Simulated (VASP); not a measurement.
# N in VASP: single point with LDA

Aim: the single point of N with LDA.

Program: VASP 6.6.1. These are calculated values, not measurements. Logs are shortened: lines on timing, memory, paths and dates and some standing lists are left out, and cuts for length are marked.

### Step 1. The cell of the first run

The cell holds a slab with vacuum, 8 atoms: a = 4.084 Å, b = 4.084 Å, c = 39.838 Å, α = 90.00°, β = 90.00°, γ = 90.00°.

### Step 2. Single point, LDA

INCAR reads:

```
ALGO     = Normal         # electronic algorithm
DIPOL    = 0.5 0.5 0.251
EDIFF    = 1E-6           # SCF threshold, eV
ENCUT    = 520            # plane-wave cutoff, eV
GGA      = CA             # functional
GGA_COMPAT= F            
IDIPOL   = 3            
ISIF     = 2              # what is computed and relaxed
ISMEAR   = 1              # smearing method
LASPH    = T              # aspherical terms in the spheres
LCHARG   = T              # write CHGCAR
LDIPOL   = T            
LELF     = T              # ELF
LREAL    = F              # projectors in reciprocal space
LVACPOTAV= T            
LVHAR    = T            
LWAVE    = F              # write WAVECAR
NBANDS   = 30             # bands
NELM     = 120            # most SCF steps
NELMDL   = -8           
PREC     = Accurate       # precision mode
SIGMA    = 0.02           # smearing width, eV
```

KPOINTS reads:

```
k-points
0
Gamma
  4 4 1
```

POSCAR reads:

```
N
1.0
    4.0840620000      0.0000000000      0.0000000000
    0.0000000000      4.0840620000      0.0000000000
    0.0000000000      0.0000000000     39.8377390000
N
8
Direct
    0.9053417203      0.9053417203      0.1664218051
    0.5946550005      0.4053449995      0.2230239930
    0.0946582797      0.0946582797      0.1664218051
    0.4053449995      0.5946550005      0.2230239930
    0.9053449995      0.9053449995      0.2794861896
    0.5946582797      0.4053417203      0.3360883775
    0.0946550005      0.0946550005      0.2794861896
    0.4053417203      0.5946582797      0.3360883775
```

Potentials or basis: VASP PAW LDA potentials, release 64 (N).

Launch:

```console
$ cat potpaw_LDA.64/N/POTCAR > POTCAR
$ mpirun -np 1 vasp_std > vasp.out
```

OUTCAR:

```text
EDIFF = 1E-6
   ENCUT = 520
   GGA = CA
   ISIF = 2
   ISMEAR = 1
   LASPH = T
   LREAL = F
   NELM = 120
   NELMDL = -8
   PREC = Accurate

 ion  position               nearest neighbor table
   1  0.905  0.905  0.166-   3 1.09
   2  0.595  0.405  0.223-   4 1.09
   3  0.095  0.095  0.166-   1 1.09
   4  0.405  0.595  0.223-   2 1.09
   5  0.905  0.905  0.279-   7 1.09
   6  0.595  0.405  0.336-   8 1.09
   7  0.095  0.095  0.279-   5 1.09
   8  0.405  0.595  0.336-   6 1.09

  LATTYP: Found a simple tetragonal cell.
 ALAT       =     4.0840620000
 C/A-ratio  =     9.7544403097

  Lattice vectors:

 A1 = (   4.0840620000,   0.0000000000,   0.0000000000)
 A2 = (   0.0000000000,   4.0840620000,   0.0000000000)
 A3 = (   0.0000000000,   0.0000000000,  39.8377390000)

Analysis of symmetry for initial positions (statically):
=====================================================================
 Subroutine PRICEL returns:
 Original cell was already a primitive cell.

 Routine SETGRP: Setting up the symmetry group for a
 simple tetragonal supercell.

 Subroutine GETGRP returns: Found  8 space group operations
 (whereof  4 operations were pure point group operations)
 out of a pool of 16 trial point group operations.

The static configuration has the point symmetry C_2v.
 The point group associated with its full space group is D_2d.

Analysis of symmetry for dynamics (positions and initial velocities):
=====================================================================
 Subroutine PRICEL returns:
 Original cell was already a primitive cell.

 Routine SETGRP: Setting up the symmetry group for a
 simple tetragonal supercell.

 Subroutine GETGRP returns: Found  8 space group operations
 (whereof  4 operations were pure point group operations)
 out of a pool of 16 trial point group operations.

The dynamic configuration has the point symmetry C_2v.
 The point group associated with its full space group is D_2d.

 Subroutine INISYM returns: Found  8 space group operations
 (whereof  4 operations are pure point group operations),
 and found     1 'primitive' translations

----------------------------------------------------------------------------------------

                                     Primitive cell

  volume of cell :     664.4761

  direct lattice vectors                    reciprocal lattice vectors
     4.084062000  0.000000000  0.000000000     0.244854265  0.000000000  0.000000000
     0.000000000  4.084062000  0.000000000     0.000000000  0.244854265  0.000000000
     0.000000000  0.000000000 39.837739000     0.000000000  0.000000000  0.025101826

  length of vectors
     4.084062000  4.084062000 39.837739000     0.244854265  0.244854265  0.025101826

  position of ions in fractional coordinates (direct lattice)
     0.905341720  0.905341720  0.166421805
     0.594655000  0.405345000  0.223023993
     0.094658280  0.094658280  0.166421805
     0.405345000  0.594655000  0.223023993
     0.905345000  0.905345000  0.279486190
     0.594658280  0.405341720  0.336088377
     0.094655000  0.094655000  0.279486190
     0.405341720  0.594658280  0.336088377

  ion indices of the primitive-cell ions
   primitive index   ion index
                 1           1
                 2           2
                 3           3
                 4           4
                 5           5
                 6           6
                 7           7
                 8           8

----------------------------------------------------------------------------------------

 KPOINTS: k-points

Automatic generation of k-mesh.
 Grid dimensions read from file:
 generate k-points for:    4    4    1

 Generating k-lattice:

  Cartesian coordinates                     Fractional coordinates (reciprocal lattice)
     0.061213566  0.000000000  0.000000000     0.250000000  0.000000000  0.000000000
     0.000000000  0.061213566  0.000000000     0.000000000  0.250000000  0.000000000
     0.000000000  0.000000000  0.025101826     0.000000000  0.000000000  1.000000000

  Length of vectors
     0.061213566  0.061213566  0.025101826

  Shift w.r.t. Gamma in fractional coordinates (k-lattice)
     0.000000000  0.000000000  0.000000000

 Subroutine IBZKPT returns following result:
 ===========================================

 Found      6 irreducible k-points:

 Following reciprocal coordinates:
            Coordinates               Weight
  0.000000  0.000000  0.000000      1.000000
  0.250000  0.000000  0.000000      4.000000
  0.500000  0.000000  0.000000      2.000000
  0.250000  0.250000  0.000000      4.000000
  0.500000  0.250000  0.000000      4.000000
  0.500000  0.500000  0.000000      1.000000
   k-points           NKPTS =      6   k-points in BZ     NKDIM =      6   number of bands    NBANDS=     30
   number of dos      NEDOS =    301   number of ions     NIONS =      8
   total plane-waves  NPLWV = 270000
   dimension x,y,z NGX =    30 NGY =   30 NGZ =  300
   dimension x,y,z NGXF=    60 NGYF=   60 NGZF=  600
   ions per type =               8
   NGX,Y,Z   is equivalent  to a cutoff of  12.21, 12.21, 12.52 a.u.
   NGXF,Y,Z  is equivalent  to a cutoff of  24.42, 24.42, 25.04 a.u.
 SYSTEM =  unknown system
   PREC   = accura    normal or accurate (medium, high low for compatibility)
   ISTART =      0    job   : 0-new  1-cont  2-samecut
   ICHARG =      2    charge: 1-file 2-atom 10-const
   ISPIN  =      1    spin polarized calculation?
   LNONCOLLINEAR =      F non collinear calculations
   LSORBIT =      F    spin-orbit coupling
   LASPH  =      T    aspherical Exc in radial PAW
   ENCUT  =  520.0 eV  38.22 Ry    6.18 a.u.   7.59  7.59 74.07*2*pi/ulx,y,z
   NELM   =    120;   NELMIN=  2; NELMDL= -8     # of ELM steps
   EDIFF  = 0.1E-05   stopping-criterion for ELM
   LREAL  =      F    real-space projection
   EDIFFG = 0.1E-04   stopping-criterion for IOM
   NSW    =      0    number of steps for IOM
   IBRION =     -1    ionic relax: 0-MD 1-quasi-New 2-CG
   NFREE  =      0    steps in history (QN), initial steepest desc. (CG)
   ISIF   =      2    stress and relaxation
   ISYM   =      2    0-nonsym 1-usesym 2-fastsym
   POTIM  = 0.5000    time-step for ionic-motion
   TEBEG  =    0.0;   TEEND  =   0.0 temperature during run
   PSTRESS=    0.0 pullay stress
   NELECT =      40.0000    total number of electrons
   NUPDOWN=      -1.0000    fix difference up-down
   EMIN   =  10.00;   EMAX   =-10.00  energy-range for DOS
   EFERMI =   0.00;   METHOD = LEGACY
   ISMEAR =     1;   SIGMA  =   0.02  broadening in eV -4-tet -1-fermi 0-gaus
   EFERMI_NEDOS =   21; number of points for ismear=-14 and -15
   IALGO  =     38    algorithm
   IMIX   =      4    mixing-type and parameters
     AMIX     =   0.40;   BMIX     =  1.00
     AMIX_MAG =   1.60;   BMIX_MAG =  1.00
  volume/ion in A,a.u.               =      83.06       560.51
  Fermi-wavevector in a.u.,A,eV,Ry     =   0.641606  1.212459  5.600950  0.411658
  Thomas-Fermi vector in A             =   1.708001
   LORBIT       =      0    0 simple, 1 ext, 2 COOP (PROOUT), +10 PAW based schemes
   GGA     = CA    functional components
   LHFCALC =     F    Hartree Fock is set to
   AEXX    =    0.0000 exact exchange contribution
   IVDW    =     0    specifies the selected vdW correction
   LEPSILON=     F    determine dielectric tensor
   LRPA    =     F    only Hartree local field effects (RPA)
 non-spin polarized calculation
 Methfessel and Paxton  Order N= 1 SIGMA  =   0.02
  energy-cutoff  :      520.00
  volume of cell :      664.48
 maximum number of plane-waves:     17947
   NGX = 15   NGY = 15   NGZ =149

 dipolmoment           0.000000      0.000000      0.000002 electrons x Angstroem

 number of electron      39.9999996 magnetization

 dipolmoment           0.000000      0.000000     -0.000003 electrons x Angstroem

 Free energy of the ion-electron system (eV)
  ---------------------------------------------------
  ext. energy  EPLUGINS =         0.00000000
  ---------------------------------------------------
  free energy    TOTEN  =       -70.34024630 eV

  energy without entropy =      -70.34127075  energy(sigma->0) =      -70.34058779

 E-fermi :  -9.0432     XC(G=0):  -1.9558

 val. band max:       -9.0490247029   @ k =   0.0000   0.0000   0.0000
 cond. band min:      -2.4615244102   @ k =   0.0000   0.0000   0.0000
 fundamental gap:      6.5875002927
 Fermi energy:        -9.0432298653

 k-point     1 :       0.0000    0.0000    0.0000
  band No.  band energies     occupation
      1     -27.5361      2.00000
      2     -27.5049      2.00000
      3     -27.4623      2.00000
      4     -27.4241      2.00000
      5     -12.1920      2.00000
      6     -12.1920      2.00000
[... 22 lines left out ...]
     29       0.6636      0.00000
     30       0.6661      0.00000

 k-point     2 :       0.2500    0.0000    0.0000
  band No.  band energies     occupation
      1     -27.5140      2.00000
      2     -27.4930      2.00000
      3     -27.4622      2.00000
      4     -27.4343      2.00000
      5     -12.3676      2.00000
      6     -12.3547      2.00000
[... 22 lines left out ...]
     29       1.1926      0.00000
     30       1.1989      0.00000

 k-point     3 :       0.5000    0.0000    0.0000
  band No.  band energies     occupation
      1     -27.4754      2.00000
      2     -27.4753      2.00000
      3     -27.4644      2.00000
      4     -27.4644      2.00000
      5     -12.5253      2.00000
      6     -12.5253      2.00000
[... 22 lines left out ...]
     29       2.5010      0.00000
     30       2.5010      0.00000

 k-point     4 :       0.2500    0.2500    0.0000
  band No.  band energies     occupation
      1     -27.4968      2.00000
      2     -27.4829      2.00000
      3     -27.4604      2.00000
      4     -27.4396      2.00000
      5     -12.4986      2.00000
      6     -12.4433      2.00000
[... 22 lines left out ...]
     29       1.6516      0.00000
     30       1.7003      0.00000

 k-point     5 :       0.5000    0.2500    0.0000
  band No.  band energies     occupation
      1     -27.4695      2.00000
      2     -27.4695      2.00000
      3     -27.4584      2.00000
      4     -27.4584      2.00000
      5     -12.5831      2.00000
      6     -12.5831      2.00000
[... 22 lines left out ...]
     29       2.7774      0.00000
     30       2.7774      0.00000

 k-point     6 :       0.5000    0.5000    0.0000
  band No.  band energies     occupation
      1     -27.4637      2.00000
      2     -27.4637      2.00000
      3     -27.4524      2.00000
      4     -27.4524      2.00000
      5     -12.6785      2.00000
      6     -12.6785      2.00000
[... 22 lines left out ...]
     29       3.1676      0.00000
     30       3.1676      0.00000

------------------------ aborting loop because EDIFF is reached ----------------------------------------

 vacuum level on the upper side and lower side of the slab       (xc-potential included)        -0.091        -0.093

  FORCE on cell =-STRESS in cart. coord.  units (eV):
  Direction    XX          YY          ZZ          XY          YZ          ZX
  --------------------------------------------------------------------------------------
  -------------------------------------------------------------------------------------
  Total        2.8473559      2.8473559     -0.2038213      0.0000000      0.0000000      0.0000000
  in kB        6.8655132      6.8655132     -0.4914516      0.0000000      0.0000000      0.0000000
  external PRESSURE =       4.4131916 kB  Pullay stress =       0.0000000 kB

 VOLUME and BASIS-vectors are now :
 -----------------------------------------------------------------------------
  energy-cutoff  :      520.00
  volume of cell :      664.48
      direct lattice vectors                 reciprocal lattice vectors
     4.084062000  0.000000000  0.000000000     0.244854265  0.000000000  0.000000000
     0.000000000  4.084062000  0.000000000     0.000000000  0.244854265  0.000000000
     0.000000000  0.000000000 39.837739000     0.000000000  0.000000000  0.025101826

 POSITION                                       TOTAL-FORCE (eV/Angst)
 -----------------------------------------------------------------------------------
      3.69747      3.69747      6.62987        -1.085610     -1.085610      0.003547
      2.42861      1.65545      8.88477         1.082577     -1.082577      0.001152
      0.38659      0.38659      6.62987         1.085610      1.085610      0.003547
      1.65545      2.42861      8.88477        -1.082577      1.082577      0.001152
      3.69749      3.69749     11.13410        -1.082577     -1.082577     -0.001152
      2.42862      1.65544     13.38900         1.085610     -1.085610     -0.003547
      0.38658      0.38658     11.13410         1.082577      1.082577     -0.001152
      1.65544      2.42862     13.38900        -1.085610      1.085610     -0.003547
 -----------------------------------------------------------------------------------
    total drift:                               -0.000000     -0.000000     -0.000047

  FREE ENERGIE OF THE ION-ELECTRON SYSTEM (eV)
  ---------------------------------------------------
  free  energy   TOTEN  =       -70.3402463020 eV

  energy  without entropy=      -70.3412707522  energy(sigma->0) =      -70.34058779

 vacuum level on the upper side and lower side of the slab         0.912         0.912
```

Run time: 5.6 min. Hardware: 1 thread of Intel Xeon Platinum 8259CL at 2.50GHz (Skylake/Cascade Lake), shared host; peak memory 0.44 GiB.

What came out:

* Free energy: -70.3402 eV
* Largest force: 1.535 eV/Å
* Band gap on the k mesh: 6.59 eV
* Ionisation potential of the upper face: 9.96 eV

Forces in eV/Å, atoms in the order of the input:
```
N   -1.086 -1.086  0.004
N    1.083 -1.083  0.001
N    1.086  1.086  0.004
N   -1.083  1.083  0.001
N   -1.083 -1.083 -0.001
N    1.086 -1.086 -0.004
N    1.083  1.083 -0.001
N   -1.086  1.086 -0.004
```

Levels at points of the mesh, in eV from the valence-band top:
```
           k point  band 18  band 19  band 20  band 21  band 22  band 23
(0.00, 0.00, 0.00)    -0.62    -0.23     0.00     6.59     6.99     7.51
(0.50, 0.00, 0.00)    -0.32    -0.23    -0.23     7.46     7.46     7.75
(0.50, 0.50, 0.00)    -0.07    -0.01    -0.01     7.69     7.69     7.71
```

Caveat: the standard files for N, O and F lose accuracy on very short bonds.
